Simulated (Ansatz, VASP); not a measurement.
# Two plane-wave programs on Ni

```xyz
1
Lattice="-1.4427 1.4427 1.4427 1.4427 -1.4427 1.4427 1.4427 1.4427 -1.4427" Properties=species:S:1:pos:R:3 pbc="T T T"
Ni    0.0000    0.0000    0.0000
```

Alike in both runs: task single point; functional BLYP; k mesh 17 × 17 × 17; occupations fermi-dirac, width 0.05 eV; collinear spin.

|  | VASP | Ansatz |
| --- | --- | --- |
| version | VASP 6.6.1 | Ansatz 0.2.0 |
| potentials or method | VASP PAW PBE potentials, release 64 (Ni), cutoff 520 eV | plane waves (420 eV) with PAW, scalar-relativistic |
| valence electrons in the cell | 10 | 18 |

Ansatz gave:

- pressure (GPa): -5.8
- net moment per atom (μB): 0.57
- size of the moment on the site where the two differ most (μB): 0.60

Estimate VASP's values.

pressure (GPa): -5.6; net moment per atom (μB): 0.56; size of the moment on the site where the two differ most (μB): 0.57.

VASP's potentials were made for PBE, not for BLYP. Site moments also hang on the region over which each program counts them. With one functional, cell and mesh, what is left measures potentials, basis and numerics. VASP's potentials hold 10 valence electrons a cell and Ansatz's 18, so a difference there can come from the potentials and not from the codes.
